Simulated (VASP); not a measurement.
Crystal: Mg5Te3.

```xyz
8
Lattice="7.5190 0.0000 0.0000 -3.7595 6.5116 0.0000 0.0000 0.0000 4.6128" Properties=species:S:1:pos:R:3 pbc="T T T"
Mg    3.7595    2.1705    2.3064
Mg    0.0000    4.3411    2.3064
Mg   -1.1945    2.0690    2.3064
Mg    2.3890    0.0000    2.3064
Mg    2.5650    4.4426    2.3064
Te   -2.4965    4.3241    0.0000
Te    1.2629    2.1875    0.0000
Te    4.9931    0.0000    0.0000
```

The cell was built from a structure type or drawn by symmetry, and may not be a known phase.

* Program: VASP 6.6.1
* Task: relaxation of cell and atoms
* Functional: PBE
* Potentials or basis: VASP PAW PBE potentials, release 64 (Mg, Te)
* Cutoff: 600 eV
* k mesh: 3 × 3 × 4
* Occupations: gaussian, width 0.2 eV
* Spin: no spin polarisation

At the start: pressure 0.1 GPa; volume 28.23 Å³/atom.

Where does the relaxation end?

Over 25 steps the energy falls by 356.8 meV/atom and the volume is 26.11 Å³/atom (-7.5 %); space group P-62m (No. 189, to 0.1 Å) before and after.

Step by step:
| step | energy change (eV) | largest force (eV/Å) | pressure (GPa) | volume (Å³) |
| --- | --- | --- | --- | --- |
| 1 | 0.0000 | 1.8037 | 0.05 | 225.84 |
| 2 | -1.3767 | 1.1767 | -0.87 | 225.07 |
| 3 | -1.6089 | 0.9259 | -0.96 | 223.84 |
| 4 | -1.6399 | 0.8320 | -0.98 | 223.15 |
| 5 | -1.6438 | 0.7906 | -0.98 | 222.79 |
| 6 | -1.8047 | 0.7875 | -0.20 | 216.47 |
| 7 | -2.0660 | 0.7349 | 2.90 | 198.19 |
| 8 | -2.1662 | 0.6861 | 2.62 | 198.82 |
| 9 | -2.4249 | 0.5304 | 1.87 | 200.68 |
| 10 | -2.6933 | 0.2460 | 0.83 | 204.19 |
| 11 | -2.6936 | 0.2605 | 0.80 | 204.45 |
| 12 | -2.6940 | 0.2542 | 0.81 | 204.33 |
| 13 | -2.7130 | 0.2233 | 0.28 | 207.01 |
| 14 | -2.7197 | 0.1910 | -0.31 | 210.18 |
| 15 | -2.7289 | 0.1980 | -0.26 | 209.76 |
| 16 | -2.7539 | 0.2190 | -0.09 | 208.51 |
| 17 | -2.7888 | 0.2283 | 0.33 | 205.97 |
| 18 | -2.7657 | 0.1651 | 1.48 | 200.77 |
| 19 | -2.7968 | 0.2093 | 0.70 | 204.15 |
| 20 | -2.8033 | 0.1973 | 0.66 | 204.33 |
| 21 | -2.8201 | 0.1620 | 0.56 | 204.89 |
| 22 | -2.8396 | 0.1012 | 0.36 | 206.00 |
| 23 | -2.8415 | 0.1635 | 0.29 | 206.52 |
| 24 | -2.8466 | 0.1334 | 0.16 | 207.10 |
| 25 | -2.8544 | 0.0494 | -0.23 | 208.84 |

Final structure:
```
Mg Te
1.0
     7.72786    0.00000    0.00000
    -3.86393    6.69252    0.00000
     0.00000    0.00000    4.03801
Mg Te
5 3
Direct
  0.66667 0.33333 0.50000
  0.33333 0.66667 0.50000
  0.00000 0.21716 0.50000
  0.21716 0.00000 0.50000
  0.78284 0.78284 0.50000
  0.00000 0.62366 0.00000
  0.37634 0.37634 0.00000
  0.62366 0.00000 0.00000
```

Caveat: the relaxation stopped at a loose force limit of 0.08 eV/Å, so its end isn't a converged minimum.
